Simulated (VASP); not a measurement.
A run of VASP 6.6.1:

INCAR

```
  PREC = Accurate
  ENCUT = 520
  EDIFF = 1E-6
  ISMEAR = -1
  SIGMA = 0.05
  LREAL = Auto
  LASPH = True
  NELM = 100
  ALGO = Normal
  ISIF = 2
  LWAVE = False
  LCHARG = True
  GGA = PS
  LELF = True
  LVHAR = True
  NBANDS = 357
  ISYM = 0
  NCORE = 4
```

The input KPOINTS:

```
Automatic mesh
0
Gamma
  1 1 1
  0.25 0.25 0.25
```

Contents of POSCAR:

```
Sn24O49
1.0
    9.5380920000      0.0000000000      0.0000000000
    0.0000000000      9.5380920000      0.0000000000
    0.0000000000      0.0000000000      9.6363030000
Sn O
24 49
Direct
    0.0038840000      0.0007250000      0.0013180000
    0.0011970000      0.9980410000      0.3358350000
    0.0052700000      0.9966460000      0.6685780000
    0.0040430000      0.4982360000      0.0023210000
    0.0025710000      0.4997470000      0.3359590000
    0.0059130000      0.4971370000      0.6685670000
    0.5021460000      0.9993340000      0.0011950000
    0.5036720000      0.9978650000      0.3348320000
    0.5047790000      0.9959960000      0.6685940000
    0.5141120000      0.4918380000      0.9930280000
    0.5014910000      0.5004320000      0.6685750000
    0.2551890000      0.2498710000      0.1710820000
    0.2520710000      0.2436230000      0.5040640000
    0.2557170000      0.2493210000      0.8366700000
    0.2461150000      0.7557550000      0.1685810000
    0.2535990000      0.7474560000      0.5012710000
    0.2544630000      0.7483260000      0.8358780000
    0.7536440000      0.2482550000      0.1685720000
    0.7564770000      0.2458980000      0.5030030000
    0.7560130000      0.2454380000      0.8341550000
    0.7520400000      0.7467200000      0.1660760000
    0.7526070000      0.7462090000      0.5004850000
    0.7582860000      0.7498390000      0.8330970000
    0.5100810000      0.4877990000      0.3441110000
    0.3555280000      0.5576050000      0.2146970000
    0.1579370000      0.1535860000      0.0030510000
    0.1544970000      0.1508710000      0.3353660000
    0.1559370000      0.1513840000      0.6715290000
    0.1589290000      0.6508410000      0.0038610000
    0.1404820000      0.6657250000      0.3380800000
    0.1578150000      0.6512310000      0.6686550000
    0.6554440000      0.1535130000      0.0015350000
    0.6558800000      0.1526760000      0.3358620000
    0.6599670000      0.1471220000      0.6681570000
    0.6705240000      0.6438630000      0.9950310000
    0.6549990000      0.6482660000      0.3336630000
    0.6572510000      0.6517210000      0.6685520000
    0.3536490000      0.3469380000      0.0034980000
    0.3580630000      0.3313660000      0.3421260000
    0.3502100000      0.3446580000      0.6686050000
    0.3362190000      0.8613690000      0.9990890000
    0.3510950000      0.8429390000      0.3332780000
    0.3506920000      0.8440940000      0.6684970000
    0.8492500000      0.3460180000      0.0012950000
    0.8484080000      0.3464450000      0.3356120000
    0.8547960000      0.3419370000      0.6690010000
    0.8510690000      0.8473930000      0.0017950000
    0.8483540000      0.8439760000      0.3340970000
    0.8505480000      0.8459650000      0.6656320000
    0.0996480000      0.4006330000      0.1704890000
    0.1027670000      0.4023090000      0.5007110000
    0.1023270000      0.4015420000      0.8367070000
    0.0963270000      0.9056430000      0.1685760000
    0.1029150000      0.9042310000      0.5020100000
    0.0977060000      0.8990240000      0.8351470000
    0.5990580000      0.4028510000      0.1685690000
    0.6046510000      0.3987910000      0.5089760000
    0.6031460000      0.3972840000      0.8281730000
    0.6013470000      0.9023250000      0.1666640000
    0.6003830000      0.8995940000      0.5004500000
    0.5995920000      0.8991290000      0.8364520000
    0.4073390000      0.0955150000      0.1690440000
    0.4055000000      0.0901410000      0.5033220000
    0.4099460000      0.0981170000      0.8335300000
    0.4442850000      0.6463000000      0.1225330000
    0.4070460000      0.5935490000      0.5030220000
    0.4083550000      0.5948610000      0.8341290000
    0.9055480000      0.0963660000      0.1685750000
    0.9075760000      0.0941400000      0.5024410000
    0.9077560000      0.0943230000      0.8347150000
    0.9063800000      0.5945510000      0.1681090000
    0.9037850000      0.5919530000      0.5036210000
    0.9117590000      0.5964040000      0.8338360000
```

Potentials or basis: VASP PAW PBE potentials, release 64 (Sn_d, O).

Launch:

```sh
$ cat potpaw_PBE.64/Sn_d/POTCAR potpaw_PBE.64/O/POTCAR > POTCAR
$ mpirun -np 4 vasp_std > vasp.out
```

Hardware: 4 MPI ranks on Oxide Virtual Turin-like Processor (shared host).

Problem. Estimate the wall time of this run.

Solution. It took 19 min on 4 MPI ranks on Oxide Virtual Turin-like Processor, with other jobs on the host, peak memory 0.38 GiB a rank. Counts: scf iterations 17, k points 4.
